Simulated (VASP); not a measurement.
# HfC in VASP: a series of runs

Runs on HfC. Level: PBE. Tasks: single point, relaxation of cell and atoms.

Program: VASP 6.6.1. These are calculated values, not measurements. Logs are shortened: lines on timing, memory, paths and dates and some standing lists are left out, and cuts for length are marked.

## 1. The cell of the first run

The structure is cubic, space group Fm-3m (No. 225). Conventional cell: a = 4.651 Å, b = 4.651 Å, c = 4.651 Å, α = 90.00°, β = 90.00°, γ = 90.00°. Within 3.1 Å of Hf (site symmetry m-3m) lie 6 C at 2.33 Å. C (site symmetry m-3m) has 6 Hf at 2.33 Å within 3.1 Å.

## 2. Single point, PBE

Contents of INCAR:

```
  ALGO = Normal
  EDIFF = 1E-6
  ENCUT = 520
  GGA = PE
  ISIF = 2
  ISMEAR = 0
  LASPH = T
  LCHARG = T
  LELF = T
  LREAL = F
  LVHAR = T
  LWAVE = F
  NBANDS = 14
  NELM = 60
  PREC = Accurate
  SIGMA = 0.1
```

Contents of KPOINTS:

```
k-points
0
Gamma
  20 20 20
```

Contents of POSCAR:

```
HfC
1.0
    0.0000000000      2.3256694651      2.3256694651
    2.3256694651      0.0000000000      2.3256694651
    2.3256694651      2.3256694651      0.0000000000
Hf C
1 1
Direct
    0.5000000000      0.5000000000      0.5000000000
    0.0000000000      0.0000000000      0.0000000000
```

Potentials or basis: VASP PAW PBE potentials, release 64 (Hf_pv, C).

Command:

```bash
$ cat potpaw_PBE.64/Hf_pv/POTCAR potpaw_PBE.64/C/POTCAR > POTCAR
$ mpirun -np 1 vasp_std > vasp.out
```

OUTCAR:

```text
EDIFF = 1E-6
   ENCUT = 520
   GGA = PE
   ISIF = 2
   ISMEAR = 0
   LASPH = T
   LREAL = F
   NELM = 60
   PREC = Accurate

 ion  position               nearest neighbor table
   1  0.500  0.500  0.500-   2 2.33   2 2.33   2 2.33   2 2.33   2 2.33   2 2.33
   2  0.000  0.000  0.000-   1 2.33   1 2.33   1 2.33   1 2.33   1 2.33   1 2.33

  LATTYP: Found a face centered cubic cell.
 ALAT       =     4.6513389302

  Lattice vectors:

 A1 = (   0.0000000000,   2.3256694651,   2.3256694651)
 A2 = (   2.3256694651,   0.0000000000,   2.3256694651)
 A3 = (   2.3256694651,   2.3256694651,   0.0000000000)

Analysis of symmetry for initial positions (statically):
=====================================================================
 Subroutine PRICEL returns:
 Original cell was already a primitive cell.

 Routine SETGRP: Setting up the symmetry group for a
 face centered cubic supercell.

 Subroutine GETGRP returns: Found 48 space group operations
 (whereof 48 operations were pure point group operations)
 out of a pool of 48 trial point group operations.

The static configuration has the point symmetry O_h .

Analysis of symmetry for dynamics (positions and initial velocities):
=====================================================================
 Subroutine PRICEL returns:
 Original cell was already a primitive cell.

 Routine SETGRP: Setting up the symmetry group for a
 face centered cubic supercell.

 Subroutine GETGRP returns: Found 48 space group operations
 (whereof 48 operations were pure point group operations)
 out of a pool of 48 trial point group operations.

The dynamic configuration has the point symmetry O_h .

 Subroutine INISYM returns: Found 48 space group operations
 (whereof 48 operations are pure point group operations),
 and found     1 'primitive' translations

----------------------------------------------------------------------------------------

                                     Primitive cell

  volume of cell :      25.1579

  direct lattice vectors                    reciprocal lattice vectors
     0.000000000  2.325669465  2.325669465    -0.214991858  0.214991858  0.214991858
     2.325669465  0.000000000  2.325669465     0.214991858 -0.214991858  0.214991858
     2.325669465  2.325669465  0.000000000     0.214991858  0.214991858 -0.214991858

  length of vectors
     3.288993299  3.288993299  3.288993299     0.372376822  0.372376822  0.372376822

  position of ions in fractional coordinates (direct lattice)
     0.500000000  0.500000000  0.500000000
     0.000000000  0.000000000  0.000000000

  ion indices of the primitive-cell ions
   primitive index   ion index
                 1           1
                 2           2

----------------------------------------------------------------------------------------

 KPOINTS: k-points

Automatic generation of k-mesh.
 Grid dimensions read from file:
 generate k-points for:   20   20   20

 Generating k-lattice:

  Cartesian coordinates                     Fractional coordinates (reciprocal lattice)
    -0.010749593  0.010749593  0.010749593     0.050000000  0.000000000  0.000000000
     0.010749593 -0.010749593  0.010749593     0.000000000  0.050000000  0.000000000
     0.010749593  0.010749593 -0.010749593     0.000000000  0.000000000  0.050000000

  Length of vectors
     0.018618841  0.018618841  0.018618841

  Shift w.r.t. Gamma in fractional coordinates (k-lattice)
     0.000000000  0.000000000  0.000000000

 Subroutine IBZKPT returns following result:
 ===========================================

 Found    256 irreducible k-points:

 Following reciprocal coordinates:
            Coordinates               Weight
  0.000000  0.000000  0.000000      1.000000
  0.050000  0.000000  0.000000      8.000000
  0.100000  0.000000  0.000000      8.000000
  0.150000  0.000000  0.000000      8.000000
  0.200000  0.000000  0.000000      8.000000
  0.250000  0.000000  0.000000      8.000000
[... 16 lines left out ...]
 -0.400000  0.050000  0.000000     24.000000
 -0.350000  0.050000  0.000000     24.000000
 [... further k-points ...]
   k-points           NKPTS =    256   k-points in BZ     NKDIM =    256   number of bands    NBANDS=     14
   number of dos      NEDOS =    301   number of ions     NIONS =      2
   total plane-waves  NPLWV =  13824
   dimension x,y,z NGX =    24 NGY =   24 NGZ =   24
   dimension x,y,z NGXF=    48 NGYF=   48 NGZF=   48
   ions per type =               1   1
   NGX,Y,Z   is equivalent  to a cutoff of  12.13, 12.13, 12.13 a.u.
   NGXF,Y,Z  is equivalent  to a cutoff of  24.26, 24.26, 24.26 a.u.
 SYSTEM =  unknown system
   PREC   = accura    normal or accurate (medium, high low for compatibility)
   ISTART =      0    job   : 0-new  1-cont  2-samecut
   ICHARG =      2    charge: 1-file 2-atom 10-const
   ISPIN  =      1    spin polarized calculation?
   LNONCOLLINEAR =      F non collinear calculations
   LSORBIT =      F    spin-orbit coupling
   LASPH  =      T    aspherical Exc in radial PAW
   ENCUT  =  520.0 eV  38.22 Ry    6.18 a.u.   6.12  6.12  6.12*2*pi/ulx,y,z
   NELM   =     60;   NELMIN=  2; NELMDL= -5     # of ELM steps
   EDIFF  = 0.1E-05   stopping-criterion for ELM
   LREAL  =      F    real-space projection
   EDIFFG = 0.1E-04   stopping-criterion for IOM
   NSW    =      0    number of steps for IOM
   IBRION =     -1    ionic relax: 0-MD 1-quasi-New 2-CG
   NFREE  =      0    steps in history (QN), initial steepest desc. (CG)
   ISIF   =      2    stress and relaxation
   ISYM   =      2    0-nonsym 1-usesym 2-fastsym
   POTIM  = 0.5000    time-step for ionic-motion
   TEBEG  =    0.0;   TEEND  =   0.0 temperature during run
   PSTRESS=    0.0 pullay stress
   NELECT =      14.0000    total number of electrons
   NUPDOWN=      -1.0000    fix difference up-down
   EMIN   =  10.00;   EMAX   =-10.00  energy-range for DOS
   EFERMI =   0.00;   METHOD = LEGACY
   ISMEAR =     0;   SIGMA  =   0.10  broadening in eV -4-tet -1-fermi 0-gaus
   EFERMI_NEDOS =   21; number of points for ismear=-14 and -15
   IALGO  =     38    algorithm
   IMIX   =      4    mixing-type and parameters
     AMIX     =   0.40;   BMIX     =  1.00
     AMIX_MAG =   1.60;   BMIX_MAG =  1.00
  volume/ion in A,a.u.               =      12.58        84.89
  Fermi-wavevector in a.u.,A,eV,Ry     =   1.346561  2.544632 24.670462  1.813228
  Thomas-Fermi vector in A             =   2.474383
   LORBIT       =      0    0 simple, 1 ext, 2 COOP (PROOUT), +10 PAW based schemes
   GGA     = PE    functional components
   LHFCALC =     F    Hartree Fock is set to
   AEXX    =    0.0000 exact exchange contribution
   IVDW    =     0    specifies the selected vdW correction
   LEPSILON=     F    determine dielectric tensor
   LRPA    =     F    only Hartree local field effects (RPA)
 non-spin polarized calculation
 Gauss-broadening in eV      SIGMA  =   0.10
  energy-cutoff  :      520.00
  volume of cell :       25.16
 maximum number of plane-waves:       700
   NGX = 13   NGY = 13   NGZ = 13

 number of electron      14.0000000 magnetization

 Free energy of the ion-electron system (eV)
  ---------------------------------------------------
  ext. energy  EPLUGINS =         0.00000000
  ---------------------------------------------------
  free energy    TOTEN  =       -21.04686045 eV

  energy without entropy =      -21.04588121  energy(sigma->0) =      -21.04637083

 E-fermi :   5.9370     XC(G=0): -12.2810

 val. band max:        5.9249068363   @ k =   0.2000   0.2000   0.0000
 cond. band min:       5.9608284592   @ k =   0.1000   0.0000   0.0000
 fundamental gap:      0.0359216228
 Fermi energy:         5.9369936761

 k-point     1 :       0.0000    0.0000    0.0000
  band No.  band energies     occupation
      1     -23.6294      2.00000
      2     -23.6294      2.00000
      3     -23.6294      2.00000
      4      -6.3585      2.00000
      5       6.9455      0.00000
      6       6.9455      0.00000
      7       6.9455      0.00000
      8       7.3380      0.00000
      9       7.3380      0.00000
     10       7.3380      0.00000
     11       9.3347      0.00000
     12       9.3347      0.00000
     13      12.7643      0.00000
     14      16.9451      0.00000

 k-point     2 :       0.0500    0.0000    0.0000
  band No.  band energies     occupation
      1     -23.6470      2.00000
      2     -23.6311      2.00000
      3     -23.6311      2.00000
      4      -6.2955      2.00000
      5       6.3956      0.00000
      6       6.5822      0.00000
      7       6.5822      0.00000
      8       7.5014      0.00000
      9       7.5014      0.00000
     10       7.7254      0.00000
     11       9.6651      0.00000
     12       9.6651      0.00000
     13      12.9117      0.00000
     14      17.1245      0.00000

 k-point     3 :       0.1000    0.0000    0.0000
  band No.  band energies     occupation
      1     -23.6978      2.00000
      2     -23.6360      2.00000
      3     -23.6360      2.00000
      4      -6.1094      2.00000
      5       5.5786      2.00000
      6       5.9608      0.73606
      7       5.9608      0.73605
      8       7.7447      0.00000
      9       7.7447      0.00000
     10       8.1029      0.00000
     11      10.4312      0.00000
     12      10.4312      0.00000
     13      13.3143      0.00000
     14      17.6377      0.00000

 k-point     4 :       0.1500    0.0000    0.0000
  band No.  band energies     occupation
      1     -23.7759      2.00000
      2     -23.6436      2.00000
      3     -23.6436      2.00000
      4      -5.8100      2.00000
      5       4.6948      2.00000
      6       5.3194      2.00000
      7       5.3194      2.00000
      8       8.0675      0.00000
      9       8.0675      0.00000
     10       8.3840      0.00000
     11      11.3831      0.00000
     12      11.3831      0.00000
     13      13.8732      0.00000
     14      18.4041      0.00000

 k-point     5 :       0.2000    0.0000    0.0000
  band No.  band energies     occupation
      1     -23.8725      2.00000
      2     -23.6532      2.00000
      3     -23.6532      2.00000
      4      -5.4121      2.00000
      5       3.7964      2.00000
      6       4.7244      2.00000
      7       4.7244      2.00000
      8       8.4855      0.00000
      9       8.4855      0.00000
     10       8.6397      0.00000
     11      12.4164      0.00000
[... 276 lines left out ...]
 k-point    22 :      -0.4500    0.0500    0.0000
  band No.  band energies     occupation
      1     -24.2893      2.00000
      2     -23.7109      2.00000
      3     -23.6979      2.00000
      4      -2.7482      2.00000
      5      -0.0226      2.00000
      6       3.0013      2.00000
      7       3.0324      2.00000
      8      10.9422      0.00000
      9      11.0809      0.00000
     10      11.5398      0.00000
     11      13.0860      0.00000
     12      16.8392      0.00000
     13      17.3247      0.00000
     14      19.4351      0.00000

 k-point    23 :      -0.4000    0.0500    0.0000
  band No.  band energies     occupation
      1     -24.2545      2.00000
      2     -23.7101      2.00000
      3     -23.6909      2.00000
      4      -3.1237      2.00000
      5       0.4119      2.00000
      6       3.0829      2.00000
      7       3.1780      2.00000
      8      10.4103      0.00000
      9      10.6411      0.00000
     10      11.3053      0.00000
     11      13.8002      0.00000
     12      16.0973      0.00000
     13      17.0067      0.00000
     14      19.6559      0.00000

 k-point    24 :      -0.3500    0.0500    0.0000
  band No.  band energies     occupation
      1     -24.1930      2.00000
      2     -23.7057      2.00000
      3     -23.6815      2.00000
      4      -3.6394      2.00000
      5       1.0438      2.00000
      6       3.2637      2.00000
      7       3.4182      2.00000
      8       9.8238      0.00000
      9      10.0724      0.00000
     10      10.8790      0.00000
     11      14.4852      0.00000
     12      15.2945      0.00000
     13      16.3176      0.00000
     14      19.6494      0.00000

 [... further k-points ...]

------------------------ aborting loop because EDIFF is reached ----------------------------------------

  FORCE on cell =-STRESS in cart. coord.  units (eV):
  Direction    XX          YY          ZZ          XY          YZ          ZX
  --------------------------------------------------------------------------------------
  -------------------------------------------------------------------------------------
  Total       -0.1046192     -0.1046192     -0.1046192      0.0000000      0.0000000      0.0000000
  in kB       -6.6626668     -6.6626668     -6.6626668      0.0000000      0.0000000      0.0000000
  external PRESSURE =      -6.6626668 kB  Pullay stress =       0.0000000 kB

 VOLUME and BASIS-vectors are now :
 -----------------------------------------------------------------------------
  energy-cutoff  :      520.00
  volume of cell :       25.16
      direct lattice vectors                 reciprocal lattice vectors
     0.000000000  2.325669465  2.325669465    -0.214991858  0.214991858  0.214991858
     2.325669465  0.000000000  2.325669465     0.214991858 -0.214991858  0.214991858
     2.325669465  2.325669465  0.000000000     0.214991858  0.214991858 -0.214991858

 POSITION                                       TOTAL-FORCE (eV/Angst)
 -----------------------------------------------------------------------------------
      2.32567      2.32567      2.32567        -0.000000     -0.000000      0.000000
      0.00000      0.00000      0.00000         0.000000      0.000000     -0.000000
 -----------------------------------------------------------------------------------
    total drift:                                0.000000     -0.000000      0.000000

  FREE ENERGIE OF THE ION-ELECTRON SYSTEM (eV)
  ---------------------------------------------------
  free  energy   TOTEN  =       -21.0468604550 eV

  energy  without entropy=      -21.0458812060  energy(sigma->0) =      -21.04637083
```

Wall time 38 s (1 thread of AMD EPYC 9R45 (Zen 5), shared host); peak memory 0.18 GiB.

What came out:

- Free energy: -21.0469 eV
- Pressure: -0.7 GPa
- Band gap on the k mesh: zero (bands 7 and 8 overlap by 1.42 eV)

Caveat: spin-orbit coupling is left out, which moves the levels of the heavy elements.

[end of part 1 of 2]
